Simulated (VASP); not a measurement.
# Bi (Im-3m) in VASP: further runs

The runs below take Bi through single point, relaxation of cell and atoms, with PBE.

Everything below comes from runs of VASP 6.6.1. Logs are shortened: lines on timing, memory, paths and dates and some standing lists are left out, and cuts for length are marked.

## 1. The cell of the first run

Symmetry: Im-3m, No. 229, cubic system. The conventional cell has a = 3.801 Å, b = 3.801 Å, c = 3.801 Å, α = 90.00°, β = 90.00°, γ = 90.00°. Within 4.3 Å of Bi (site symmetry m-3m) lie 14 Bi at 3.29 to 3.80 Å.

## 2. Single point, PBE

INCAR reads:

```
SYSTEM = Bi
  PREC = Accurate
  ENCUT = 520
  EDIFF = 1E-7
  ISMEAR = 0
  SIGMA = 0.1
  LREAL = .FALSE.
  LASPH = .TRUE.
  NELM = 60
  ALGO = Normal
  ISIF = 2
  LWAVE = .FALSE.
  LCHARG = .TRUE.
  GGA = PE
  LELF = .TRUE.
  LVHAR = .TRUE.
  NBANDS = 14
```

KPOINTS reads:

```
regular mesh
0
G
  8 8 8
  0 0 0
```

POSCAR reads:

```
Bi
1.0
   -1.9007245728      1.9007245728      1.9007245728
    1.9007245728     -1.9007245728      1.9007245728
    1.9007245728      1.9007245728     -1.9007245728
Bi
1
Direct
    0.0000000000      0.0000000000      0.0000000000
```

Potentials or basis: VASP PAW PBE potentials, release 64 (Bi_d).

On the command line:

```sh
> cat potpaw_PBE.64/Bi_d/POTCAR > POTCAR
> mpirun -np 1 vasp_std > vasp.out
```

OUTCAR:

```text
SYSTEM = Bi
   PREC = Accurate
   ENCUT = 520
   EDIFF = 1E-7
   ISMEAR = 0
   LREAL = .FALSE.
   LASPH = .TRUE.
   NELM = 60
   ISIF = 2
   GGA = PE

 ion  position               nearest neighbor table
   1  0.000  0.000  0.000-

  LATTYP: Found a body centered cubic cell.
 ALAT       =     3.8014491456

  Lattice vectors:

 A1 = (  -1.9007245728,   1.9007245728,   1.9007245728)
 A2 = (   1.9007245728,  -1.9007245728,   1.9007245728)
 A3 = (   1.9007245728,   1.9007245728,  -1.9007245728)

Analysis of symmetry for initial positions (statically):
=====================================================================
 Subroutine PRICEL returns:
 Original cell was already a primitive cell.

 Routine SETGRP: Setting up the symmetry group for a
 body centered cubic supercell.

 Subroutine GETGRP returns: Found 48 space group operations
 (whereof 48 operations were pure point group operations)
 out of a pool of 48 trial point group operations.

The static configuration has the point symmetry O_h .

Analysis of symmetry for dynamics (positions and initial velocities):
=====================================================================
 Subroutine PRICEL returns:
 Original cell was already a primitive cell.

 Routine SETGRP: Setting up the symmetry group for a
 body centered cubic supercell.

 Subroutine GETGRP returns: Found 48 space group operations
 (whereof 48 operations were pure point group operations)
 out of a pool of 48 trial point group operations.

The dynamic configuration has the point symmetry O_h .

 Subroutine INISYM returns: Found 48 space group operations
 (whereof 48 operations are pure point group operations),
 and found     1 'primitive' translations

----------------------------------------------------------------------------------------

                                     Primitive cell

  volume of cell :      27.4674

  direct lattice vectors                    reciprocal lattice vectors
    -1.900724573  1.900724573  1.900724573     0.000000000  0.263057577  0.263057577
     1.900724573 -1.900724573  1.900724573     0.263057577  0.000000000  0.263057577
     1.900724573  1.900724573 -1.900724573     0.263057577  0.263057577  0.000000000

  length of vectors
     3.292151531  3.292151531  3.292151531     0.372019593  0.372019593  0.372019593

  position of ions in fractional coordinates (direct lattice)
     0.000000000  0.000000000  0.000000000

  ion indices of the primitive-cell ions
   primitive index   ion index
                 1           1

----------------------------------------------------------------------------------------

 KPOINTS: regular mesh

Automatic generation of k-mesh.
 Grid dimensions read from file:
 generate k-points for:    8    8    8

 Generating k-lattice:

  Cartesian coordinates                     Fractional coordinates (reciprocal lattice)
     0.000000000  0.032882197  0.032882197     0.125000000  0.000000000  0.000000000
     0.032882197  0.000000000  0.032882197     0.000000000  0.125000000  0.000000000
     0.032882197  0.032882197  0.000000000     0.000000000  0.000000000  0.125000000

  Length of vectors
     0.046502449  0.046502449  0.046502449

  Shift w.r.t. Gamma in fractional coordinates (k-lattice)
     0.000000000  0.000000000  0.000000000

 Subroutine IBZKPT returns following result:
 ===========================================

 Found     29 irreducible k-points:

 Following reciprocal coordinates:
            Coordinates               Weight
  0.000000  0.000000  0.000000      1.000000
  0.125000  0.000000  0.000000     12.000000
  0.250000  0.000000  0.000000     12.000000
  0.375000  0.000000  0.000000     12.000000
  0.500000  0.000000  0.000000      6.000000
  0.125000  0.125000  0.000000     24.000000
[... 16 lines left out ...]
 -0.250000  0.250000  0.250000      6.000000
 -0.375000  0.375000  0.250000     24.000000
 [... further k-points ...]
   k-points           NKPTS =     29   k-points in BZ     NKDIM =     29   number of bands    NBANDS=     14
   number of dos      NEDOS =    301   number of ions     NIONS =      1
   total plane-waves  NPLWV =  13824
   dimension x,y,z NGX =    24 NGY =   24 NGZ =   24
   dimension x,y,z NGXF=    48 NGYF=   48 NGZF=   48
   ions per type =               1
   NGX,Y,Z   is equivalent  to a cutoff of  12.12, 12.12, 12.12 a.u.
   NGXF,Y,Z  is equivalent  to a cutoff of  24.24, 24.24, 24.24 a.u.
 SYSTEM =  Bi
   PREC   = accura    normal or accurate (medium, high low for compatibility)
   ISTART =      0    job   : 0-new  1-cont  2-samecut
   ICHARG =      2    charge: 1-file 2-atom 10-const
   ISPIN  =      1    spin polarized calculation?
   LNONCOLLINEAR =      F non collinear calculations
   LSORBIT =      F    spin-orbit coupling
   LASPH  =      T    aspherical Exc in radial PAW
   ENCUT  =  520.0 eV  38.22 Ry    6.18 a.u.   6.12  6.12  6.12*2*pi/ulx,y,z
   NELM   =     60;   NELMIN=  2; NELMDL= -5     # of ELM steps
   EDIFF  = 0.1E-06   stopping-criterion for ELM
   LREAL  =      F    real-space projection
   EDIFFG = 0.1E-05   stopping-criterion for IOM
   NSW    =      0    number of steps for IOM
   IBRION =     -1    ionic relax: 0-MD 1-quasi-New 2-CG
   NFREE  =      0    steps in history (QN), initial steepest desc. (CG)
   ISIF   =      2    stress and relaxation
   ISYM   =      2    0-nonsym 1-usesym 2-fastsym
   POTIM  = 0.5000    time-step for ionic-motion
   TEBEG  =    0.0;   TEEND  =   0.0 temperature during run
   PSTRESS=    0.0 pullay stress
   NELECT =      15.0000    total number of electrons
   NUPDOWN=      -1.0000    fix difference up-down
   EMIN   =  10.00;   EMAX   =-10.00  energy-range for DOS
   EFERMI =   0.00;   METHOD = LEGACY
   ISMEAR =     0;   SIGMA  =   0.10  broadening in eV -4-tet -1-fermi 0-gaus
   EFERMI_NEDOS =   21; number of points for ismear=-14 and -15
   IALGO  =     38    algorithm
   IMIX   =      4    mixing-type and parameters
     AMIX     =   0.40;   BMIX     =  1.00
     AMIX_MAG =   1.60;   BMIX_MAG =  1.00
  volume/ion in A,a.u.               =      27.47       185.36
  Fermi-wavevector in a.u.,A,eV,Ry     =   1.338133  2.528705 24.362604  1.790601
  Thomas-Fermi vector in A             =   2.466628
   LORBIT       =      0    0 simple, 1 ext, 2 COOP (PROOUT), +10 PAW based schemes
   GGA     = PE    functional components
   LHFCALC =     F    Hartree Fock is set to
   AEXX    =    0.0000 exact exchange contribution
   IVDW    =     0    specifies the selected vdW correction
   LEPSILON=     F    determine dielectric tensor
   LRPA    =     F    only Hartree local field effects (RPA)
 non-spin polarized calculation
 Gauss-broadening in eV      SIGMA  =   0.10
  energy-cutoff  :      520.00
  volume of cell :       27.47
 maximum number of plane-waves:       749
   NGX = 13   NGY = 13   NGZ = 13

 number of electron      15.0000007 magnetization

 Free energy of the ion-electron system (eV)
  ---------------------------------------------------
  ext. energy  EPLUGINS =         0.00000000
  ---------------------------------------------------
  free energy    TOTEN  =        -3.61874827 eV

  energy without entropy =       -3.61508666  energy(sigma->0) =       -3.61691747

 E-fermi :   9.5417     XC(G=0): -10.9036

 val. band max:        9.4296532679   @ k =   0.2500   0.2500   0.1250
 cond. band min:       9.5507862678   @ k =  -0.2500   0.3750   0.1250
 fundamental gap:      0.1211329999
 Fermi energy:         9.5416892341

 k-point     1 :       0.0000    0.0000    0.0000
  band No.  band energies     occupation
      1     -13.5941      2.00000
      2     -13.5941      2.00000
      3     -13.5941      2.00000
      4     -13.4010      2.00000
      5     -13.4010      2.00000
      6      -4.8915      2.00000
      7      15.6599      0.00000
      8      15.6599      0.00000
      9      15.6599      0.00000
     10      20.0477      0.00000
     11      20.0477      0.00000
     12      20.0477      0.00000
     13      20.4441      0.00000
     14      22.1013      0.00000

 k-point     2 :       0.1250    0.0000    0.0000
  band No.  band energies     occupation
      1     -13.6033      2.00000
      2     -13.5806      2.00000
      3     -13.5493      2.00000
      4     -13.4112      2.00000
      5     -13.4025      2.00000
      6      -4.5610      2.00000
      7      12.9385      0.00000
      8      14.6896      0.00000
      9      15.2874      0.00000
     10      18.4673      0.00000
     11      19.2282      0.00000
     12      19.8679      0.00000
     13      21.8239      0.00000
     14      23.4015      0.00000

 k-point     3 :       0.2500    0.0000    0.0000
  band No.  band energies     occupation
      1     -13.6255      2.00000
      2     -13.5593      2.00000
      3     -13.4391      2.00000
      4     -13.4267      2.00000
      5     -13.4059      2.00000
      6      -3.5877      2.00000
      7       8.9139      2.00000
      8      13.0518      0.00000
      9      14.4128      0.00000
     10      17.0603      0.00000
     11      18.2690      0.00000
     12      20.4450      0.00000
     13      22.5524      0.00000
     14      25.9551      0.00000

 k-point     4 :       0.3750    0.0000    0.0000
  band No.  band energies     occupation
      1     -13.6476      2.00000
      2     -13.5623      2.00000
      3     -13.4207      2.00000
      4     -13.4091      2.00000
      5     -13.3263      2.00000
      6      -2.1165      2.00000
      7       5.4454      2.00000
      8      11.8342      0.00000
      9      13.6496      0.00000
     10      16.2784      0.00000
     11      17.6794      0.00000
     12      21.7899      0.00000
     13      23.2259      0.00000
     14      28.4581      0.00000

 k-point     5 :       0.5000    0.0000    0.0000
  band No.  band energies     occupation
      1     -13.6567      2.00000
      2     -13.5704      2.00000
      3     -13.4122      2.00000
      4     -13.4104      2.00000
      5     -13.2787      2.00000
      6      -1.0792      2.00000
      7       3.7250      2.00000
      8      11.3967      0.00000
      9      13.3644      0.00000
     10      16.0302      0.00000
     11      17.4839      0.00000
[... 276 lines left out ...]
 k-point    22 :       0.2500    0.2500    0.2500
  band No.  band energies     occupation
      1     -13.4970      2.00000
      2     -13.4970      2.00000
      3     -13.4970      2.00000
      4     -13.4091      2.00000
      5     -13.4091      2.00000
      6      -0.3736      2.00000
      7       6.8273      2.00000
      8       6.8273      2.00000
      9       6.8273      2.00000
     10      25.7696      0.00000
     11      25.7696      0.00000
     12      25.7696      0.00000
     13      27.3321      0.00000
     14      27.3357      0.00000

 k-point    23 :      -0.2500    0.2500    0.2500
  band No.  band energies     occupation
      1     -13.5088      2.00000
      2     -13.4740      2.00000
      3     -13.4740      2.00000
      4     -13.4510      2.00000
      5     -13.4474      2.00000
      6      -2.3361      2.00000
      7       8.9023      2.00000
      8      10.5223      0.00000
      9      10.5223      0.00000
     10      14.9488      0.00000
     11      22.1522      0.00000
     12      22.1522      0.00000
     13      22.5497      0.00000
     14      23.0751      0.00000

 k-point    24 :      -0.3750    0.3750    0.2500
  band No.  band energies     occupation
      1     -13.5462      2.00000
      2     -13.4948      2.00000
      3     -13.4796      2.00000
      4     -13.4181      2.00000
      5     -13.3431      2.00000
      6      -0.9654      2.00000
      7       6.5757      2.00000
      8       9.3920      1.96576
      9      10.1424      0.00000
     10      14.9427      0.00000
     11      19.4154      0.00000
     12      21.8400      0.00000
     13      21.9318      0.00000
     14      25.7482      0.00000

 [... further k-points ...]
[... 5 lines left out ...]
  --------------------------------------------------------------------------------------
  -------------------------------------------------------------------------------------
  Total        1.7177650      1.7177650      1.7177650      0.0000000      0.0000000      0.0000000
  in kB      100.1974748    100.1974748    100.1974748      0.0000000      0.0000000      0.0000000
  external PRESSURE =     100.1974748 kB  Pullay stress =       0.0000000 kB

 VOLUME and BASIS-vectors are now :
 -----------------------------------------------------------------------------
  energy-cutoff  :      520.00
  volume of cell :       27.47
      direct lattice vectors                 reciprocal lattice vectors
    -1.900724573  1.900724573  1.900724573     0.000000000  0.263057577  0.263057577
     1.900724573 -1.900724573  1.900724573     0.263057577  0.000000000  0.263057577
     1.900724573  1.900724573 -1.900724573     0.263057577  0.263057577  0.000000000

 POSITION                                       TOTAL-FORCE (eV/Angst)
 -----------------------------------------------------------------------------------
      0.00000      0.00000      0.00000         0.000000      0.000000      0.000000
 -----------------------------------------------------------------------------------
    total drift:                                0.000000      0.000000      0.000000

  FREE ENERGIE OF THE ION-ELECTRON SYSTEM (eV)
  ---------------------------------------------------
  free  energy   TOTEN  =        -3.6187482656 eV

  energy  without entropy=       -3.6150866650  energy(sigma->0) =       -3.61691747
```

Wall time 7.3 s (1 thread of Intel Xeon Platinum 8259CL at 2.50GHz (Skylake/Cascade Lake), shared host); peak memory 0.14 GiB.

What came out:

```
Free energy : -3.6187 eV
Pressure    : 10.0 GPa
```

Caveat: spin-orbit coupling is left out, which moves the levels of the heavy elements.

## 3. Single point, PBE

INCAR reads:

```
  PREC = Accurate
  ENCUT = 520
  EDIFF = 1E-7
  ISMEAR = 0
  SIGMA = 0.1
  LREAL = F
  LASPH = T
  NELM = 80
  ALGO = Fast
  ISIF = 2
  LWAVE = F
  LCHARG = F
  GGA = PE
  NBANDS = 14
```

KPOINTS reads:

```
Automatic mesh
0
Gamma
  8 8 8
```

POSCAR is that of step 2.

Potentials or basis: VASP PAW PBE potentials, release 64 (Bi_d).

On the command line:

```sh
> cat potpaw_PBE.64/Bi_d/POTCAR > POTCAR
> mpirun -np 1 vasp_std > vasp.out
```

It took 9.6 s on 1 thread of Intel Xeon Platinum 8259CL at 2.50GHz (Skylake/Cascade Lake), shared host; peak memory 0.13 GiB.

The run converged. Its results:

```
Free energy : -3.6187 eV
Pressure    : 10.0 GPa
```

Levels at points of the mesh, in eV from the Fermi level:
```
           k point  band 4  band 5  band 6  band 7  band 8  band 9  band 10  band 11
(0.00, 0.00, 0.00)  -22.94  -22.94  -14.43    6.12    6.12    6.12    10.51    10.51
(0.50, 0.00, 0.00)  -22.95  -22.82  -10.62   -5.82    1.85    3.82     6.49     7.94
(0.50, 0.50, 0.50)  -22.85  -22.85   -7.90   -2.07   -2.07   -2.07     3.45     3.45
```

Caveat: spin-orbit coupling is left out, which moves the levels of the heavy elements.

## 4. Relaxation of cell and atoms, PBE, target pressure 10.1 GPa, at which the enthalpy is minimised

INCAR reads:

```
PREC     = Accurate       # precision mode
ENCUT    = 600            # plane-wave cutoff, eV
EDIFF    = 1E-6           # SCF threshold, eV
ISMEAR   = 0              # smearing method
SIGMA    = 0.1            # smearing width, eV
LREAL    = False          # projectors in reciprocal space
LASPH    = True           # aspherical terms in the spheres
NELM     = 60             # most SCF steps
ALGO     = Fast           # electronic algorithm
ISIF     = 3              # what is computed and relaxed
LWAVE    = False          # write WAVECAR
LCHARG   = False          # write CHGCAR
GGA      = PE             # functional
IBRION   = 2              # ionic algorithm
NSW      = 80             # ionic steps
EDIFFG   = -0.05          # ionic threshold
PSTRESS  = 101.0
```

KPOINTS is that of step 3.

POSCAR is that of step 3.

On the command line:

```sh
> cat potpaw_PBE.64/Bi_d/POTCAR > POTCAR
> mpirun -np 1 vasp_std > vasp.out
```

Run time: 13 s. Hardware: 1 thread of Intel Xeon Platinum 8259CL at 2.50GHz (Skylake/Cascade Lake), shared host; peak memory 0.15 GiB.

It converged, with:

- Free energy: -3.6188 eV
- Pressure after relaxing: 10.1 GPa

Final structure:
```yaml
crystal:
  lattice:
    - [-1.90072, 1.90072, 1.90072]
    - [1.90072, -1.90072, 1.90072]
    - [1.90072, 1.90072, -1.90072]
  atoms:
    - { symbol: Bi, position: [0.00000, 0.00000, 0.00000] }
```

Levels at points of the mesh, in eV from the Fermi level:
```tsv
k point	band 3	band 4	band 5	band 6	band 7	band 8	band 9	band 10	band 11
(0.00, 0.00, 0.00)	-23.14	-22.94	-22.94	-14.43	6.12	6.12	6.12	10.51	10.59
(0.50, 0.00, 0.00)	-22.95	-22.95	-22.82	-10.62	-5.82	1.85	3.82	6.49	7.94
(0.50, 0.50, 0.50)	-22.85	-22.85	-22.85	-7.90	-2.07	-2.07	-2.07	3.45	3.45
```

Caveat: the relaxation stopped at its first step, so nothing moved; the cell is relaxed towards a set pressure, so the enthalpy falls and the energy may rise; spin-orbit coupling is left out, which moves the levels of the heavy elements.

## 5. Relaxation of cell and atoms, PBE, target pressure 10.1 GPa, at which the enthalpy is minimised

This run uses another cell than the first one, of 31.12 Å³/atom, 1.133 times its volume.

INCAR reads:

```
ALGO = Normal
EDIFF = 1E-6
EDIFFG = -0.05
ENCUT = 600
GGA = PE
IBRION = 2
ISIF = 3
ISMEAR = 0
LASPH = T
LCHARG = F
LREAL = F
LWAVE = F
NELM = 60
NSW = 80
PREC = Accurate
PSTRESS = 101.0
SIGMA = 0.1
```

KPOINTS reads:

```
k-points
0
Gamma
  8 8 8
```

POSCAR reads:

```
Bi
1.0
   -1.9814305318      1.9814305318      1.9814305318
    1.9814305318     -1.9814305318      1.9814305318
    1.9814305318      1.9814305318     -1.9814305318
Bi
1
Direct
    0.0000000000      0.0000000000      0.0000000000
```

On the command line:

```sh
> cat potpaw_PBE.64/Bi_d/POTCAR > POTCAR
> mpirun -np 1 vasp_std > vasp.out
```

Wall time 40 s (1 thread of Intel Xeon Platinum 8259CL at 2.50GHz (Skylake/Cascade Lake), shared host); peak memory 0.17 GiB.

It converged, with:

```yaml
Free_energy: -3.6203 eV
Relaxed_volume: 27.49 Å³/atom
Relaxed_cell: a = 3.293 Å, b = 3.293 Å, c = 3.293 Å, α = 109.47°, β = 109.47°, γ = 109.47°
Space_group_after_relaxing_to_0.05_Å: Im-3m (No. 229)
Energy_change_on_relaxing_the_enthalpy_is_what_falls: +108.6 meV/atom
Ionic_steps: 4
Pressure_after_relaxing: 10.0 GPa
```

The path:
```csv
step,energy change (eV),largest force (eV/Å),pressure (GPa),volume (Å³)
1,0.0000,0.0000,0.60,31.12
2,0.5837,0.0000,31.04,23.52
3,0.1023,0.0000,9.66,27.59
4,0.1086,0.0000,10.03,27.49
```

Final structure:
```yaml
crystal:
  lattice:
    - [-1.90118, 1.90118, 1.90118]
    - [1.90118, -1.90118, 1.90118]
    - [1.90118, 1.90118, -1.90118]
  atoms:
    - { symbol: Bi, position: [0.00000, 0.00000, 0.00000] }
```

Levels at points of the mesh, in eV from the Fermi level:
| k point | band 5 | band 6 | band 7 | band 8 | band 9 | band 10 |
| --- | --- | --- | --- | --- | --- | --- |
| (0.00, 0.00, 0.00) | -22.94 | -14.43 | 6.11 | 6.11 | 6.11 | 10.51 |
| (0.50, 0.00, 0.00) | -22.82 | -10.62 | -5.81 | 1.85 | 3.82 | 6.49 |
| (0.50, 0.50, 0.50) | -22.85 | -7.90 | -2.07 | -2.07 | -2.07 | 3.45 |

Caveat: the cell is relaxed towards a set pressure, so the enthalpy falls and the energy may rise; spin-orbit coupling is left out, which moves the levels of the heavy elements.

## 6. Summary

```tsv
task	cell	cutoff (eV)	gap on the mesh (eV)	pressure (GPa)
single point	a = 3.292 Å, angles 109.5°, 1 atom	520	none	10.0
relaxation of cell and atoms	relaxed to 10.1 GPa from a = 3.292 Å, angles 109.5°, 1 atom	600	none	10.1
relaxation of cell and atoms	relaxed to 10.1 GPa from a = 3.432 Å, angles 109.5°, 1 atom	600	none	10.0
```

Alike in all rows: level PBE; potentials or basis VASP PAW PBE potentials, release 64 (Bi_d); no spin polarisation; k mesh 8 × 8 × 8; smearing gaussian 0.1 eV.

Caveats: spin-orbit coupling is left out, which moves the levels of the heavy elements; the cell is relaxed towards a set pressure, so the enthalpy falls and the energy may rise (some runs); the relaxation stopped at its first step, so nothing moved (some runs).

Total energies depend on the potentials used, so only differences within one code and one set of settings carry meaning.
